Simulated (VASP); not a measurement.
# Tl (P6_3/mmc) in VASP: further runs, part 2 of 2

VASP 6.6.1. Earlier steps stand in the parts before.

## 4. Single point, PBEsol

INCAR

```
PREC = Accurate
ENCUT = 520
EDIFF = 1E-6
ISMEAR = 0
SIGMA = 0.05
LREAL = False
LASPH = True
NELM = 60
ALGO = Normal
ISIF = 2
LWAVE = False
LCHARG = False
GGA = PS
NBANDS = 20
```

KPOINTS

```
regular mesh
0
Gamma
  7 7 4
```

POSCAR

```
Tl
1.0
    3.4560000000      0.0000000000      0.0000000000
   -1.7280000000      2.9929837955      0.0000000000
    0.0000000000      0.0000000000      5.5250000000
Tl
2
Direct
    0.6666666667      0.3333333333      0.7500000000
    0.3333333333      0.6666666667      0.2500000000
```

Potentials or basis: VASP PAW PBE potentials, release 64 (Tl_d).

Started as:

```
$ cat potpaw_PBE.64/Tl_d/POTCAR > POTCAR
$ mpirun -np 1 vasp_std > vasp.out
```

OUTCAR:

```text
PREC = Accurate
   ENCUT = 520
   EDIFF = 1E-6
   ISMEAR = 0
   LREAL = False
   LASPH = True
   NELM = 60
   ISIF = 2
   GGA = PS

 ion  position               nearest neighbor table
   1  0.667  0.333  0.750-   2 3.41   2 3.41   2 3.41   2 3.41   2 3.41   2 3.41
   2  0.333  0.667  0.250-   1 3.41   1 3.41   1 3.41   1 3.41   1 3.41   1 3.41

  LATTYP: Found a hexagonal cell.
 ALAT       =     3.4560000000
 C/A-ratio  =     1.5986689815

  Lattice vectors:

 A1 = (   3.4560000000,   0.0000000000,   0.0000000000)
 A2 = (  -1.7280000000,   2.9929837955,   0.0000000000)
 A3 = (   0.0000000000,   0.0000000000,   5.5250000000)

Analysis of symmetry for initial positions (statically):
=====================================================================
 Subroutine PRICEL returns:
 Original cell was already a primitive cell.

 Routine SETGRP: Setting up the symmetry group for a
 hexagonal supercell.

 Subroutine GETGRP returns: Found 24 space group operations
 (whereof 12 operations were pure point group operations)
 out of a pool of 24 trial point group operations.

The static configuration has the point symmetry D_3d.
 The point group associated with its full space group is D_6h.

Analysis of symmetry for dynamics (positions and initial velocities):
=====================================================================
 Subroutine PRICEL returns:
 Original cell was already a primitive cell.

 Routine SETGRP: Setting up the symmetry group for a
 hexagonal supercell.

 Subroutine GETGRP returns: Found 24 space group operations
 (whereof 12 operations were pure point group operations)
 out of a pool of 24 trial point group operations.

The dynamic configuration has the point symmetry D_3d.
 The point group associated with its full space group is D_6h.
[... 109 lines left out ...]
   NELECT =      26.0000    total number of electrons
   NUPDOWN=      -1.0000    fix difference up-down
   EMIN   =  10.00;   EMAX   =-10.00  energy-range for DOS
   EFERMI =   0.00;   METHOD = LEGACY
   ISMEAR =     0;   SIGMA  =   0.05  broadening in eV -4-tet -1-fermi 0-gaus
   EFERMI_NEDOS =   21; number of points for ismear=-14 and -15
   IALGO  =     38    algorithm
   IMIX   =      4    mixing-type and parameters
     AMIX     =   0.40;   BMIX     =  1.00
     AMIX_MAG =   1.60;   BMIX_MAG =  1.00
  volume/ion in A,a.u.               =      28.57       192.83
  Fermi-wavevector in a.u.,A,eV,Ry     =   1.259107  2.379366 21.569987  1.585349
  Thomas-Fermi vector in A             =   2.392683
   LORBIT       =      0    0 simple, 1 ext, 2 COOP (PROOUT), +10 PAW based schemes
   GGA     = PS    functional components
   LHFCALC =     F    Hartree Fock is set to
   AEXX    =    0.0000 exact exchange contribution
   IVDW    =     0    specifies the selected vdW correction
   LEPSILON=     F    determine dielectric tensor
   LRPA    =     F    only Hartree local field effects (RPA)
 non-spin polarized calculation
 Gauss-broadening in eV      SIGMA  =   0.05
  energy-cutoff  :      520.00
  volume of cell :       57.15
 maximum number of plane-waves:      1557
 NGX is ok and might be reduce to    28
   NGX = 13   NGY = 13   NGZ = 21

 number of electron      26.0000004 magnetization

 Free energy of the ion-electron system (eV)
  ---------------------------------------------------
  ext. energy  EPLUGINS =         0.00000000
  ---------------------------------------------------
  free energy    TOTEN  =        -5.18966544 eV

  energy without entropy =       -5.18497322  energy(sigma->0) =       -5.18731933

 E-fermi :   6.4214     XC(G=0): -10.3714

 val. band max:        6.4211224663   @ k =   0.4286   0.0000   0.2500
 cond. band min:       6.4410305183   @ k =   0.2857   0.1429   0.5000
 fundamental gap:      0.0199080521
 Fermi energy:         6.4214434263

 k-point     1 :       0.0000    0.0000    0.0000
  band No.  band energies     occupation
      1      -5.3652      2.00000
      2      -5.1357      2.00000
      3      -5.0916      2.00000
      4      -5.0916      2.00000
      5      -5.0374      2.00000
      6      -5.0374      2.00000
[... 541 lines left out ...]
     19      17.5548      0.00000
     20      17.5548      0.00000

------------------------ aborting loop because EDIFF is reached ----------------------------------------

  FORCE on cell =-STRESS in cart. coord.  units (eV):
  Direction    XX          YY          ZZ          XY          YZ          ZX
  --------------------------------------------------------------------------------------
  -------------------------------------------------------------------------------------
  Total       -0.1832528     -0.1832528      0.3838948      0.0000000      0.0000000      0.0000000
  in kB       -5.1374892     -5.1374892     10.7624814      0.0000000      0.0000000      0.0000000
  external PRESSURE =       0.1625010 kB  Pullay stress =       0.0000000 kB

 VOLUME and BASIS-vectors are now :
 -----------------------------------------------------------------------------
  energy-cutoff  :      520.00
  volume of cell :       57.15
      direct lattice vectors                 reciprocal lattice vectors
     3.456000000  0.000000000  0.000000000     0.289351852  0.167057370  0.000000000
    -1.728000000  2.992983795  0.000000000     0.000000000  0.334114739  0.000000000
     0.000000000  0.000000000  5.525000000     0.000000000  0.000000000  0.180995475

 POSITION                                       TOTAL-FORCE (eV/Angst)
 -----------------------------------------------------------------------------------
      1.72800      0.99766      4.14375        -0.000000     -0.000000      0.000000
     -0.00000      1.99532      1.38125         0.000000      0.000000      0.000000
 -----------------------------------------------------------------------------------
    total drift:                               -0.000000      0.000000     -0.000000

  FREE ENERGIE OF THE ION-ELECTRON SYSTEM (eV)
  ---------------------------------------------------
  free  energy   TOTEN  =        -5.1896654351 eV

  energy  without entropy=       -5.1849732205  energy(sigma->0) =       -5.18731933
```

Wall time 33 s (1 thread of Intel Xeon 8259CL, shared host); peak memory 0.18 GiB.

Results:

* Free energy: -5.1897 eV
* Pressure: 0.0 GPa
* Band gap on the k mesh: zero (bands 13 and 14 overlap by 5.43 eV)

Stress tensor (GPa, compression positive):
```
-0.51  0.00  0.00
 0.00 -0.51  0.00
 0.00  0.00  1.08
```

Caveat: the PAW data sets were made with another functional, which shifts forces and pressure a little; spin-orbit coupling is left out, which moves the levels of the heavy elements.

## 5. Single point, PBEsol

INCAR

```
ALGO = Normal
EDIFF = 1E-7
ENCUT = 520
GGA = PS
ISIF = 2
ISMEAR = 0
LASPH = True
LCHARG = False
LREAL = False
LWAVE = False
NBANDS = 20
NELM = 80
PREC = Accurate
SIGMA = 0.025
```

KPOINTS

```
k-points
0
Gamma
  7 7 4
```

POSCAR is that of step 4.

Started as:

```
$ cat potpaw_PBE.64/Tl_d/POTCAR > POTCAR
$ mpirun -np 1 vasp_std > vasp.out
```

Wall time 34 s (1 thread of Intel Xeon 8259CL, shared host); peak memory 0.18 GiB.

It converged, with:

| Item | Value |
| --- | --- |
| Free energy | -5.1874 eV |
| Pressure | 0.0 GPa |
| Band gap on the k mesh | zero (bands 13 and 14 overlap by 5.43 eV) |

Stress tensor (GPa, compression positive):
```
-0.64  0.00  0.00
 0.00 -0.64  0.00
 0.00  0.00  1.29
```

Levels at points of the mesh, in eV from the Fermi level:
```csv
k point,band 9,band 10,band 11,band 12,band 13,band 14,band 15,band 16,band 17,band 18
"(0.00, 0.00, 0.00)",-11.08,-11.08,-10.11,-5.16,-2.92,7.93,7.93,10.02,10.02,10.23
"(0.00, 0.00, 0.50)",-11.19,-11.19,-8.67,-8.67,3.29,3.29,8.91,8.91,8.91,8.91
```

Caveat: the PAW data sets were made with another functional, which shifts forces and pressure a little; spin-orbit coupling is left out, which moves the levels of the heavy elements.

## 6. Single point, PBEsol

INCAR

```
SYSTEM = Tl
ALGO = Normal ; EDIFF = 1E-7
ENCUT = 520 ; GGA = PS
ISIF = 2 ; ISMEAR = 0
LASPH = .TRUE. ; LCHARG = .TRUE.
LELF = .TRUE. ; LREAL = .FALSE.
LVHAR = .TRUE. ; LWAVE = .FALSE.
NBANDS = 20 ; NELM = 60
PREC = Accurate ; SIGMA = 0.01
```

KPOINTS

```
k-points
0
G
  7 7 4
  0 0 0
```

POSCAR is that of step 5.

Potentials or basis: VASP PAW PBE potentials, release 64 (Tl_d).

Started as:

```
$ cat potpaw_PBE.64/Tl_d/POTCAR > POTCAR
$ mpirun -np 1 vasp_std > vasp.out
```

OUTCAR:

```text
SYSTEM = Tl
   EDIFF = 1E-7
   ENCUT = 520
   GGA = PS
   ISIF = 2
   ISMEAR = 0
   LASPH = .TRUE.
   LREAL = .FALSE.
   NELM = 60
   PREC = Accurate

 ion  position               nearest neighbor table
   1  0.667  0.333  0.750-   2 3.41   2 3.41   2 3.41   2 3.41   2 3.41   2 3.41
   2  0.333  0.667  0.250-   1 3.41   1 3.41   1 3.41   1 3.41   1 3.41   1 3.41

  LATTYP: Found a hexagonal cell.
 ALAT       =     3.4560000000
 C/A-ratio  =     1.5986689815

  Lattice vectors:
[... 739 lines left out ...]

------------------------ aborting loop because EDIFF is reached ----------------------------------------

  FORCE on cell =-STRESS in cart. coord.  units (eV):
  Direction    XX          YY          ZZ          XY          YZ          ZX
  --------------------------------------------------------------------------------------
  -------------------------------------------------------------------------------------
  Total       -0.3247510     -0.3247510      0.6106616     -0.0000000      0.0000000      0.0000000
  in kB       -9.1043855     -9.1043855     17.1198829     -0.0000000      0.0000000      0.0000000
  external PRESSURE =      -0.3629627 kB  Pullay stress =       0.0000000 kB

 VOLUME and BASIS-vectors are now :
 -----------------------------------------------------------------------------
  energy-cutoff  :      520.00
  volume of cell :       57.15
      direct lattice vectors                 reciprocal lattice vectors
     3.456000000  0.000000000  0.000000000     0.289351852  0.167057370  0.000000000
    -1.728000000  2.992983795  0.000000000     0.000000000  0.334114739  0.000000000
     0.000000000  0.000000000  5.525000000     0.000000000  0.000000000  0.180995475

 POSITION                                       TOTAL-FORCE (eV/Angst)
 -----------------------------------------------------------------------------------
      1.72800      0.99766      4.14375         0.000000     -0.000000      0.000000
     -0.00000      1.99532      1.38125        -0.000000      0.000000      0.000000
 -----------------------------------------------------------------------------------
    total drift:                               -0.000000      0.000000     -0.000000

  FREE ENERGIE OF THE ION-ELECTRON SYSTEM (eV)
  ---------------------------------------------------
  free  energy   TOTEN  =        -5.1863645010 eV

  energy  without entropy=       -5.1859565418  energy(sigma->0) =       -5.18616052
```

stdout:

```text
POSCAR found type information on POSCAR Tl
 POSCAR found :  1 types and       2 ions
 scaLAPACK will be used
 -----------------------------------------------------------------------------
|                                                                             |
|                                                                             |
|     You enforced a specific xc type in the INCAR file but a different       |
|     I HOPE YOU KNOW WHAT YOU ARE DOING!                                     |
|                                                                             |
 -----------------------------------------------------------------------------

 LDA part: xc-table for (Slater+PW92), standard interpolation
 POSCAR, INCAR and KPOINTS ok, starting setup
 FFT: planning ... GRIDC
 FFT: planning ... GRID_SOFT
 FFT: planning ... GRID
 WAVECAR not read
 entering main loop
```

It took 36 s on 1 thread of Intel Xeon 8259CL, shared host; peak memory 0.18 GiB.

Results:

| Item | Value |
| --- | --- |
| Free energy | -5.1864 eV |
| Pressure | 0.0 GPa |
| Band gap on the k mesh | zero (bands 13 and 14 overlap by 5.43 eV) |

Stress tensor (GPa, compression positive):
```
-0.91  0.00  0.00
 0.00 -0.91  0.00
 0.00  0.00  1.71
```

Caveat: the PAW data sets were made with another functional, which shifts forces and pressure a little; spin-orbit coupling is left out, which moves the levels of the heavy elements.

## 7. The runs side by side

```tsv
level	spin	k mesh	smearing	gap on the mesh (eV)	pressure (GPa)
PBEsol	non-collinear, zero start, SOC	9 × 9 × 5	fermi-dirac 0.05 eV	-	-0.3
PBE	off	7 × 7 × 4	fermi-dirac 0.05 eV	none	3.2
PBEsol	off	7 × 7 × 4	gaussian 0.05 eV	none	0.0
PBEsol	off	7 × 7 × 4	gaussian 0.025 eV	none	0.0
PBEsol	off	7 × 7 × 4	gaussian 0.01 eV	none	0.0
```

Alike in all rows: task single point; potentials or basis VASP PAW PBE potentials, release 64 (Tl_d); cell as given; cutoff (eV) 520.

The pressure there spans -0.3 GPa (PBEsol) to 3.2 GPa (PBE); a positive pressure means that this level wants a larger cell, a negative one a smaller.

Caveats: the PAW data sets were made with another functional, which shifts forces and pressure a little (at least some runs); spin-orbit coupling is left out, which moves the levels of the heavy elements (at least some runs); the cell stands under pressure (at least some runs).

Absolute energies hang on the potentials; compare differences alone.

The gap in the log of VASP goes by the Fermi energy; the results here count the filled bands.